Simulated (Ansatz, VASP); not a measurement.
# CsTaAlP3 in VASP and in Ansatz

INCAR

```
PREC = Accurate
ENCUT = 520
EDIFF = 1E-7
ISMEAR = 0
SIGMA = 0.1
LREAL = False
LASPH = True
NELM = 100
ALGO = Normal
ISIF = 2
LWAVE = False
LCHARG = False
GGA = PE
NBANDS = 28
```

Contents of KPOINTS:

```
Automatic mesh
0
Gamma
  3 3 4
```

File POSCAR:

```
CsTaAlP3
1.0
    6.5075023600      0.0000000000      0.0000000000
   -3.2537511800      5.6356623600      0.0000000000
    0.0000000000      0.0000000000      4.0585013500
Cs Ta Al P
1 1 1 3
Direct
    0.0000000000      0.0000000000      0.0000000000
    0.6666666700      0.3333333300      0.0000000000
    0.3333333300      0.6666666700      0.0000000000
    0.0129650000      0.5064825000      0.5000000000
    0.4935175000      0.5064825000      0.5000000000
    0.4935175000      0.9870350000      0.5000000000
```

Input for Ansatz:

```yaml
crystal:
  lattice:
    - [6.50750236, 0.0, 0.0]
    - [-3.25375118, 5.63566236, 0.0]
    - [0.0, 0.0, 4.05850135]
  atoms:
    - { symbol: Cs, position: [0.0, 0.0, 0.0] }
    - { symbol: Ta, position: [0.66666667, 0.33333333, 0.0] }
    - { symbol: Al, position: [0.33333333, 0.66666667, 0.0] }
    - { symbol: P, position: [0.012965, 0.5064825, 0.5] }
    - { symbol: P, position: [0.4935175, 0.5064825, 0.5] }
    - { symbol: P, position: [0.4935175, 0.987035, 0.5] }
basis:
  ecutwfc: 420
kpoints:
  mp_grid: { grid: [3, 3, 4] }
hamiltonian:
  xc: pbe
scf:
  occupations: { method: gaussian, width: 0.1 }
  lower_state_search: "off"
output:
  forces: true
  stress: true
  eigenvalues: true
```

Change from the starting cell: species swapped into the YSiBRh3 type (P-6m2, No. 187).

Alike in both runs: task single point; functional PBE; k mesh 3 × 3 × 4; occupations gaussian, width 0.1 eV; no spin polarisation.

|  | VASP | Ansatz |
| --- | --- | --- |
| version | VASP 6.6.1 | Ansatz 0.2.0 |
| potentials or method | VASP PAW PBE potentials, release 64 (Cs_sv, Ta_pv, Al, P), cutoff 520 eV | scalar-relativistic, plane waves, PAW |
| valence electrons in the cell | 38 | 40 |

VASP gave:

* gap on the k mesh at the Fermi level (eV): none
* pressure (GPa): -9.3
* traceless stress, the component that is largest in VASP (GPa): -12.02
* rms of the force components (eV/Å): 0.466

Problem. Estimate Ansatz's values.

Solution. gap on the k mesh at the Fermi level (eV): none; pressure (GPa): -9.4; traceless stress, the component that is largest in VASP (GPa): -12.00; rms of the force components (eV/Å): 0.467.

Atom by atom the forces differ by 0.002 eV/Å (rms over components). A gap of «none» marks a metal or a gap that the smearing closes. VASP's potentials hold 38 valence electrons a cell and Ansatz's 40, so a difference there can come from the potentials and not from the codes.

The k mesh is coarse, so the values compare programs but aren't converged. Spin-orbit coupling is off throughout.
